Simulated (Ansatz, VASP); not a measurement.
## Two plane-wave programs on KBr

```
K Br
1.0
     0.00000    3.02910    3.42420
     3.02910    0.00000    3.42420
     3.02910    3.02910    0.00000
K Br
1 1
Direct
  0.00000 0.00000 0.00000
  0.50000 0.50000 0.50000
```

Change from the starting cell: strain -0.080 along x and y, +0.040 along z, atoms carried along.

Alike in both runs: task single point; functional PBE; k mesh 6 × 6 × 6; occupations gaussian, width 0.05 eV; no spin polarisation.

|  | VASP | Ansatz |
| --- | --- | --- |
| version | VASP 6.6.1 | Ansatz 0.2.0 |
| potentials or method | VASP PAW PBE potentials, release 64 (K_sv, Br), cutoff 520 eV | scalar-relativistic, plane waves, PAW |
| valence electrons in the cell | 16 | 16 |

```tsv
	VASP	Ansatz	Ansatz less VASP
gap on the k mesh at the Fermi level (eV)	4.69	4.69	+0.003
least direct gap on the mesh (eV)	4.69	4.69	+0.003
pressure (GPa)	4.9	4.8	-0.10
traceless stress, the component that is largest in VASP (GPa)	-4.44	-4.37	+0.068
```

With one functional, cell and mesh, what is left measures potentials, basis and numerics.
